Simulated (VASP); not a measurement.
# CuAu (P4/mmm) in VASP: notebook

The runs below take CuAu through single point, relaxation of cell and atoms, with PBE, r2SCAN, PBEsol.

All numbers are computed with VASP 6.6.1; they aren't measurements. Logs are shortened: lines on timing, memory, paths and dates and some standing lists are left out, and cuts for length are marked.

### Step 1. The cell of the first run

It takes space group P4/mmm (No. 123, tetragonal). The conventional cell has a = 2.846 Å, b = 2.846 Å, c = 3.702 Å, α = 90.00°, β = 90.00°, γ = 90.00°. Within 3.6 Å of Cu (site symmetry 4/mmm) lie 8 Au at 2.73 Å and 4 Cu at 2.85 Å. Au (site symmetry 4/mmm) has 8 Cu at 2.73 Å and 4 Au at 2.85 Å within 3.6 Å.

### Step 2. Single point, PBE

The input, INCAR:

```
PREC = Accurate
ENCUT = 520
EDIFF = 1E-6
ISMEAR = -1
SIGMA = 0.1
LREAL = False
LASPH = True
NELM = 80
ALGO = Normal
ISIF = 2
LWAVE = False
LCHARG = False
GGA = PE
NBANDS = 18
```

The input, KPOINTS:

```
Automatic mesh
0
Gamma
  11 11 9
```

The input, POSCAR:

```
CuAu
1.0
    2.8463639695      0.0000000000      0.0000000000
    0.0000000000      2.8463639695      0.0000000000
    0.0000000000      0.0000000000      3.7021082001
Cu Au
1 1
Direct
    0.5000000000      0.5000000000      0.5000000000
    0.0000000000      0.0000000000      0.0000000000
```

Potentials or basis: VASP PAW PBE potentials, release 64 (Cu, Au).

The run is started by

```bash
> cat potpaw_PBE.64/Cu/POTCAR potpaw_PBE.64/Au/POTCAR > POTCAR
> mpirun -np 1 vasp_std > vasp.out
```

OUTCAR:

```text
PREC = Accurate
   ENCUT = 520
   EDIFF = 1E-6
   ISMEAR = -1
   LREAL = False
   LASPH = True
   NELM = 80
   ISIF = 2
   GGA = PE

 ion  position               nearest neighbor table
   1  0.500  0.500  0.500-   2 2.73   2 2.73   2 2.73   2 2.73   2 2.73   2 2.73   2 2.73   2 2.73

   2  0.000  0.000  0.000-   1 2.73   1 2.73   1 2.73   1 2.73   1 2.73   1 2.73   1 2.73   1 2.73

  LATTYP: Found a simple tetragonal cell.
 ALAT       =     2.8463639695
 C/A-ratio  =     1.3006446961

  Lattice vectors:

 A1 = (   2.8463639695,   0.0000000000,   0.0000000000)
 A2 = (   0.0000000000,   2.8463639695,   0.0000000000)
 A3 = (   0.0000000000,   0.0000000000,   3.7021082001)

Analysis of symmetry for initial positions (statically):
=====================================================================
 Subroutine PRICEL returns:
 Original cell was already a primitive cell.

 Routine SETGRP: Setting up the symmetry group for a
 simple tetragonal supercell.

 Subroutine GETGRP returns: Found 16 space group operations
 (whereof 16 operations were pure point group operations)
 out of a pool of 16 trial point group operations.

The static configuration has the point symmetry D_4h.

Analysis of symmetry for dynamics (positions and initial velocities):
=====================================================================
 Subroutine PRICEL returns:
 Original cell was already a primitive cell.

 Routine SETGRP: Setting up the symmetry group for a
 simple tetragonal supercell.

 Subroutine GETGRP returns: Found 16 space group operations
 (whereof 16 operations were pure point group operations)
 out of a pool of 16 trial point group operations.

The dynamic configuration has the point symmetry D_4h.

 Subroutine INISYM returns: Found 16 space group operations
 (whereof 16 operations are pure point group operations),
 and found     1 'primitive' translations

----------------------------------------------------------------------------------------

                                     Primitive cell

  volume of cell :      29.9937

  direct lattice vectors                    reciprocal lattice vectors
     2.846363970  0.000000000  0.000000000     0.351325414  0.000000000  0.000000000
[... 74 lines left out ...]
   NGX,Y,Z   is equivalent  to a cutoff of  14.02, 14.02, 12.57 a.u.
   NGXF,Y,Z  is equivalent  to a cutoff of  28.04, 28.04, 25.15 a.u.
 SYSTEM =  unknown system
   PREC   = accura    normal or accurate (medium, high low for compatibility)
   ISTART =      0    job   : 0-new  1-cont  2-samecut
   ICHARG =      2    charge: 1-file 2-atom 10-const
   ISPIN  =      1    spin polarized calculation?
   LNONCOLLINEAR =      F non collinear calculations
   LSORBIT =      F    spin-orbit coupling
   LASPH  =      T    aspherical Exc in radial PAW
   ENCUT  =  520.0 eV  38.22 Ry    6.18 a.u.   5.29  5.29  6.88*2*pi/ulx,y,z
   NELM   =     80;   NELMIN=  2; NELMDL= -5     # of ELM steps
   EDIFF  = 0.1E-05   stopping-criterion for ELM
   LREAL  =      F    real-space projection
   EDIFFG = 0.1E-04   stopping-criterion for IOM
   NSW    =      0    number of steps for IOM
   IBRION =     -1    ionic relax: 0-MD 1-quasi-New 2-CG
   NFREE  =      0    steps in history (QN), initial steepest desc. (CG)
   ISIF   =      2    stress and relaxation
   ISYM   =      2    0-nonsym 1-usesym 2-fastsym
   POTIM  = 0.5000    time-step for ionic-motion
   TEBEG  =    0.0;   TEEND  =   0.0 temperature during run
   PSTRESS=    0.0 pullay stress
   NELECT =      22.0000    total number of electrons
   NUPDOWN=      -1.0000    fix difference up-down
   EMIN   =  10.00;   EMAX   =-10.00  energy-range for DOS
   EFERMI =   0.00;   METHOD = LEGACY
   ISMEAR =    -1;   SIGMA  =   0.10  broadening in eV -4-tet -1-fermi 0-gaus
   EFERMI_NEDOS =   21; number of points for ismear=-14 and -15
   IALGO  =     38    algorithm
   IMIX   =      4    mixing-type and parameters
     AMIX     =   0.40;   BMIX     =  1.00
     AMIX_MAG =   1.60;   BMIX_MAG =  1.00
  volume/ion in A,a.u.               =      15.00       101.20
  Fermi-wavevector in a.u.,A,eV,Ry     =   1.476406  2.790002 29.657626  2.179774
  Thomas-Fermi vector in A             =   2.590936
   LORBIT       =      0    0 simple, 1 ext, 2 COOP (PROOUT), +10 PAW based schemes
   GGA     = PE    functional components
   LHFCALC =     F    Hartree Fock is set to
   AEXX    =    0.0000 exact exchange contribution
   IVDW    =     0    specifies the selected vdW correction
   LEPSILON=     F    determine dielectric tensor
   LRPA    =     F    only Hartree local field effects (RPA)
 non-spin polarized calculation
  energy-cutoff  :      520.00
  volume of cell :       29.99
 maximum number of plane-waves:       822
 NGX is ok and might be reduce to    24
   NGX = 11   NGY = 11   NGZ = 13

 number of electron      22.0000009 magnetization

 Free energy of the ion-electron system (eV)
  ---------------------------------------------------
  ext. energy  EPLUGINS =         0.00000000
  ---------------------------------------------------
  free energy    TOTEN  =        -7.07506479 eV

  energy without entropy =       -7.05629343  energy(sigma->0) =       -7.06567911

 E-fermi :   8.3316     XC(G=0): -12.4895

 val. band max:        8.3092962716   @ k =   0.2727   0.1818   0.4444
 cond. band min:       8.4152993420   @ k =   0.4545   0.4545   0.0000
 fundamental gap:      0.1060030704
 Fermi energy:         8.3315590082

 k-point     1 :       0.0000    0.0000    0.0000
  band No.  band energies     occupation
      1      -1.1940      2.00000
      2       1.9362      2.00000
      3       2.0888      2.00000
      4       4.3398      2.00000
      5       4.3398      2.00000
      6       5.3227      2.00000
[... 481 lines left out ...]
      5       4.4860      2.00000
      6       5.0555      2.00000
[... 10 lines left out ...]
     17      25.3596      0.00000
     18      26.5214      0.00000

 [... further k-points ...]
[... 5 lines left out ...]
  --------------------------------------------------------------------------------------
  -------------------------------------------------------------------------------------
  Total       -0.0026490     -0.0026490      0.0094763      0.0000000      0.0000000      0.0000000
  in kB       -0.1415031     -0.1415031      0.5061981      0.0000000      0.0000000      0.0000000
  external PRESSURE =       0.0743973 kB  Pullay stress =       0.0000000 kB

 VOLUME and BASIS-vectors are now :
 -----------------------------------------------------------------------------
  energy-cutoff  :      520.00
  volume of cell :       29.99
      direct lattice vectors                 reciprocal lattice vectors
     2.846363970  0.000000000  0.000000000     0.351325414  0.000000000  0.000000000
     0.000000000  2.846363970  0.000000000     0.000000000  0.351325414  0.000000000
     0.000000000  0.000000000  3.702108200     0.000000000  0.000000000  0.270116362

 POSITION                                       TOTAL-FORCE (eV/Angst)
 -----------------------------------------------------------------------------------
      1.42318      1.42318      1.85105         0.000000      0.000000      0.000000
      0.00000      0.00000      0.00000         0.000000      0.000000      0.000000
 -----------------------------------------------------------------------------------
    total drift:                                0.000000      0.000000     -0.000000

  FREE ENERGIE OF THE ION-ELECTRON SYSTEM (eV)
  ---------------------------------------------------
  free  energy   TOTEN  =        -7.0750647918 eV

  energy  without entropy=       -7.0562934305  energy(sigma->0) =       -7.06567911
```

OSZICAR:

```text
N       E                     dE             d eps       ncg     rms          rms(c)
DAV:   1     0.131594546762E+03    0.13159E+03   -0.11046E+04  4030   0.171E+03
DAV:   2    -0.254630868366E+01   -0.13414E+03   -0.12549E+03  3834   0.299E+02
DAV:   3    -0.796902950022E+01   -0.54227E+01   -0.53091E+01  4514   0.701E+01
DAV:   4    -0.804391879458E+01   -0.74889E-01   -0.74830E-01  4810   0.688E+00
DAV:   5    -0.804580337104E+01   -0.18846E-02   -0.18845E-02  4870   0.111E+00    0.109E+01
DAV:   6    -0.755668267659E+01    0.48912E+00   -0.74586E+00  4074   0.726E+01    0.544E+00
DAV:   7    -0.713283254128E+01    0.42385E+00   -0.27695E+00  4652   0.767E+01    0.538E+00
DAV:   8    -0.708155322247E+01    0.51279E-01   -0.20870E-01  5496   0.105E+01    0.264E+00
DAV:   9    -0.707547564616E+01    0.60776E-02   -0.12332E-02  5742   0.197E+00    0.146E-01
DAV:  10    -0.707507702402E+01    0.39862E-03   -0.25789E-03  5052   0.935E-01    0.714E-02
DAV:  11    -0.707506883525E+01    0.81888E-05   -0.81146E-05  5746   0.129E-01    0.298E-02
DAV:  12    -0.707506513188E+01    0.37034E-05   -0.97079E-06  5326   0.914E-02    0.652E-03
DAV:  13    -0.707506479179E+01    0.34010E-06   -0.68638E-07  2202   0.170E-02
   1 F= -.70750648E+01 E0= -.70656791E+01  d E =-.187714E-01
```

stdout:

```text
POSCAR found type information on POSCAR CuAu
 POSCAR found :  2 types and       2 ions
 scaLAPACK will be used
 LDA part: xc-table for (Slater+PW92), standard interpolation
 POSCAR, INCAR and KPOINTS ok, starting setup
 FFT: planning ... GRIDC
 FFT: planning ... GRID_SOFT
 FFT: planning ... GRID
 WAVECAR not read
 entering main loop
```

It took 20 s on 1 thread of Intel Xeon Platinum 8559C (Emerald Rapids), shared host; peak memory 0.19 GiB.

What came out:

| Quantity | Value |
| --- | --- |
| Free energy | -7.0751 eV |
| Pressure | 0.0 GPa |
| Band gap on the k mesh | zero (band 11 reaches 12.11 eV, above the bottom of band 12 at 6.38 eV) |

Caveat: spin-orbit coupling is left out, which moves the levels of the heavy elements.

[end of part 1 of 2]
